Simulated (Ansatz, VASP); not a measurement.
**AlNi3 in VASP and in Ansatz**

```
CELL_PARAMETERS angstrom
3.56559 0.00000 0.00000
0.00000 3.56559 0.00000
0.00000 0.00000 3.56559
ATOMIC_POSITIONS crystal
Al 0.00000 0.00000 0.00000
Ni 0.00000 0.50000 0.50000
Ni 0.50000 0.00000 0.50000
Ni 0.50000 0.50000 0.00000
```

Alike in both runs: functional PBE; k mesh 6 × 6 × 6; occupations gaussian, width 0.1 eV; collinear spin.

Ansatz relaxed the structure, and its values are those at the end. VASP's run is a single point on that final structure, the one shown.

|  | VASP | Ansatz |
| --- | --- | --- |
| version | VASP 6.6.1 | Ansatz 0.2.0 |
| potentials or method | VASP PAW PBE potentials, release 64 (Al, Ni), cutoff 520 eV | scalar-relativistic, plane waves, PAW |
| valence electrons in the cell | 33 | 57 |

```tsv
	VASP	Ansatz	Ansatz less VASP
gap on the k mesh at the Fermi level (eV)	none	none	-
pressure (GPa)	0.1	0.2	+0.09
net moment per atom (μB)	0.18	0.18	+0.002
size of the moment on the site where the two differ most (μB)	0.26	0.28	+0.015
```

Site moments also hang on the region over which each program counts them. A gap of «none» marks a metal or a gap that the smearing closes. With one functional, cell and mesh, what is left measures potentials, basis and numerics. VASP's potentials hold 33 valence electrons a cell and Ansatz's 57, so a difference there can come from the potentials and not from the codes.
